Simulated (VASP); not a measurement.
# CdSe (Fm-3m) in VASP: a series of runs, part 2 of 2

VASP 6.6.1. Earlier steps stand in the parts before.

**4. Single point, r2SCAN**

This run uses another cell than the first one, of 22.98 Å³/atom, 0.943 times its volume.

POSCAR reads:

```
CdSe
1.0
    0.0000000000      2.8429458730      2.8429458730
    2.8429458730      0.0000000000      2.8429458730
    2.8429458730      2.8429458730      0.0000000000
Cd Se
1 1
Direct
    0.0000000000      0.0000000000      0.0000000000
    0.5000000000      0.5000000000      0.5000000000
```

INCAR.step1 reads:

```
PREC = Accurate ; ENCUT = 520
ISMEAR = -1 ; SIGMA = 0.02
LREAL = F ; LASPH = T
NELM = 100 ; NBANDS = 16
GGA = PE ; ALGO = Normal
EDIFF = 1E-4 ; LWAVE = T
LCHARG = F
```

INCAR.step2 reads:

```
PREC = Accurate ; ENCUT = 520
EDIFF = 1E-6 ; ISMEAR = -1
SIGMA = 0.02 ; LREAL = F
LASPH = T ; NELM = 100
ALGO = Normal ; ISIF = 2
LWAVE = F ; LCHARG = F
METAGGA = R2SCAN ; LMIXTAU = T
NBANDS = 16 ; ISTART = 1
```

KPOINTS reads:

```
regular mesh
0
Gamma
  8 8 8
```

Potentials or basis: VASP PAW PBE potentials, release 64 (Cd, Se).

On the command line:

```bash
> cat potpaw_PBE.64/Cd/POTCAR potpaw_PBE.64/Se/POTCAR > POTCAR
> cp INCAR.step1 INCAR
> mpirun -np 1 vasp_std > vasp.out
> cp INCAR.step2 INCAR
> mpirun -np 1 vasp_std > vasp.out
```

OUTCAR:

```text
PREC = Accurate
   ENCUT = 520
   EDIFF = 1E-6
   ISMEAR = -1
   LREAL = F
   LASPH = T
   NELM = 100
   ISIF = 2
   METAGGA = R2SCAN
   ISTART = 1

 ion  position               nearest neighbor table
   1  0.000  0.000  0.000-   2 2.84   2 2.84   2 2.84   2 2.84   2 2.84   2 2.84
   2  0.500  0.500  0.500-   1 2.84   1 2.84   1 2.84   1 2.84   1 2.84   1 2.84

  LATTYP: Found a face centered cubic cell.
 ALAT       =     5.6858917460

  Lattice vectors:

 A1 = (   0.0000000000,   2.8429458730,   2.8429458730)
 A2 = (   2.8429458730,   0.0000000000,   2.8429458730)
 A3 = (   2.8429458730,   2.8429458730,   0.0000000000)

Analysis of symmetry for initial positions (statically):
=====================================================================
 Subroutine PRICEL returns:
 Original cell was already a primitive cell.

 Routine SETGRP: Setting up the symmetry group for a
 face centered cubic supercell.

 Subroutine GETGRP returns: Found 48 space group operations
 (whereof 48 operations were pure point group operations)
 out of a pool of 48 trial point group operations.

The static configuration has the point symmetry O_h .

Analysis of symmetry for dynamics (positions and initial velocities):
=====================================================================
 Subroutine PRICEL returns:
 Original cell was already a primitive cell.

 Routine SETGRP: Setting up the symmetry group for a
 face centered cubic supercell.

 Subroutine GETGRP returns: Found 48 space group operations
 (whereof 48 operations were pure point group operations)
 out of a pool of 48 trial point group operations.

The dynamic configuration has the point symmetry O_h .

 Subroutine INISYM returns: Found 48 space group operations
 (whereof 48 operations are pure point group operations),
 and found     1 'primitive' translations

----------------------------------------------------------------------------------------

[... 110 lines left out ...]
   IMIX   =      4    mixing-type and parameters
     AMIX     =   0.40;   BMIX     =  1.00
     AMIX_MAG =   1.60;   BMIX_MAG =  1.00
  volume/ion in A,a.u.               =      22.98       155.06
  Fermi-wavevector in a.u.,A,eV,Ry     =   1.197808  2.263528 19.520865  1.434743
  Thomas-Fermi vector in A             =   2.333713
   LORBIT       =      0    0 simple, 1 ext, 2 COOP (PROOUT), +10 PAW based schemes
   METAGGA = R2SCAN    functional components
   LHFCALC =     F    Hartree Fock is set to
   AEXX    =    0.0000 exact exchange contribution
   IVDW    =     0    specifies the selected vdW correction
   LEPSILON=     F    determine dielectric tensor
   LRPA    =     F    only Hartree local field effects (RPA)
 non-spin polarized calculation
  energy-cutoff  :      520.00
  volume of cell :       45.96
 maximum number of plane-waves:      1254
 NGX is ok and might be reduce to    30
   NGX = 15   NGY = 15   NGZ = 15

 number of electron      17.9999999 magnetization

 Free energy of the ion-electron system (eV)
  ---------------------------------------------------
  ext. energy  EPLUGINS =         0.00000000
  ---------------------------------------------------
  free energy    TOTEN  =       -35.70280394 eV

  energy without entropy =      -35.70204269  energy(sigma->0) =      -35.70242332

 E-fermi :   2.3076     XC(G=0): -10.6702

 val. band max:        2.2831123316   @ k =   0.5000   0.5000   0.0000
 cond. band min:       3.0946553636   @ k =   0.3750   0.3750   0.0000
 fundamental gap:      0.8115430320
 Fermi energy:         2.3075800076

 k-point     1 :       0.0000    0.0000    0.0000
  band No.  band energies     occupation
      1     -11.2138      2.00000
      2      -5.9509      2.00000
      3      -5.9509      2.00000
      4      -5.9337      2.00000
      5      -5.9337      2.00000
      6      -5.9337      2.00000
[... 433 lines left out ...]
      3      -5.9934      2.00000
      4      -5.9707      2.00000
      5      -5.7771      2.00000
      6      -5.7036      2.00000
[... 8 lines left out ...]
     15      14.3027      0.00000
     16      17.1017      0.00000

 [... further k-points ...]

------------------------ aborting loop because EDIFF is reached ----------------------------------------

  FORCE on cell =-STRESS in cart. coord.  units (eV):
  Direction    XX          YY          ZZ          XY          YZ          ZX
  --------------------------------------------------------------------------------------
  -------------------------------------------------------------------------------------
  Total        0.1061683      0.1061683      0.1061683      0.0000000      0.0000000      0.0000000
  in kB        3.7014320      3.7014320      3.7014320      0.0000000      0.0000000      0.0000000
  external PRESSURE =       3.7014320 kB  Pullay stress =       0.0000000 kB

 VOLUME and BASIS-vectors are now :
 -----------------------------------------------------------------------------
  energy-cutoff  :      520.00
  volume of cell :       45.96
      direct lattice vectors                 reciprocal lattice vectors
     0.000000000  2.842945873  2.842945873    -0.175873908  0.175873908  0.175873908
     2.842945873  0.000000000  2.842945873     0.175873908 -0.175873908  0.175873908
     2.842945873  2.842945873  0.000000000     0.175873908  0.175873908 -0.175873908

 POSITION                                       TOTAL-FORCE (eV/Angst)
 -----------------------------------------------------------------------------------
      0.00000      0.00000      0.00000        -0.000000      0.000000      0.000000
      2.84295      2.84295      2.84295         0.000000      0.000000     -0.000000
 -----------------------------------------------------------------------------------
    total drift:                               -0.000000      0.000000      0.000000

  FREE ENERGIE OF THE ION-ELECTRON SYSTEM (eV)
  ---------------------------------------------------
  free  energy   TOTEN  =       -35.7028039436 eV

  energy  without entropy=      -35.7020426864  energy(sigma->0) =      -35.70242332
```

OUTCAR.step1:

```text
PREC = Accurate
   ENCUT = 520
   ISMEAR = -1
   LREAL = F
   LASPH = T
   NELM = 100
[... 675 lines left out ...]
 -----------------------------------------------------------------------------------
      0.00000      0.00000      0.00000         0.000000     -0.000000     -0.000000
      2.84295      2.84295      2.84295        -0.000000      0.000000      0.000000
 -----------------------------------------------------------------------------------
    total drift:                               -0.000000      0.000000      0.000000

  FREE ENERGIE OF THE ION-ELECTRON SYSTEM (eV)
  ---------------------------------------------------
  free  energy   TOTEN  =        -5.1946323863 eV

  energy  without entropy=       -5.1938703974  energy(sigma->0) =       -5.19425139
```

Run time: 3.3 min. Hardware: 1 thread of AMD EPYC 7R43 (Zen 3), shared host; peak memory 0.14 GiB.

What came out:

- Free energy: -35.7028 eV
- Pressure: 0.4 GPa

Caveat: the PAW data sets were made with another functional, which shifts forces and pressure a little.

**5. Overview**

```csv
level,cell,k mesh,pressure (GPa)
r2SCAN,"a = 4.099 Å, angles 60.0°, 2 atoms",6 × 6 × 6,-3.2
PBE,"a = 4.021 Å, angles 60.0°, 2 atoms",8 × 8 × 8,2.1
r2SCAN,"a = 4.021 Å, angles 60.0°, 2 atoms",8 × 8 × 8,0.4
```

Alike in all rows: task single point; potentials or basis VASP PAW PBE potentials, release 64 (Cd, Se); no spin polarisation; cutoff (eV) 520; smearing fermi-dirac 0.02 eV.

Caveats: the PAW data sets were made with another functional, which shifts forces and pressure a little (some runs).

Absolute energies hang on the potentials; compare differences alone.
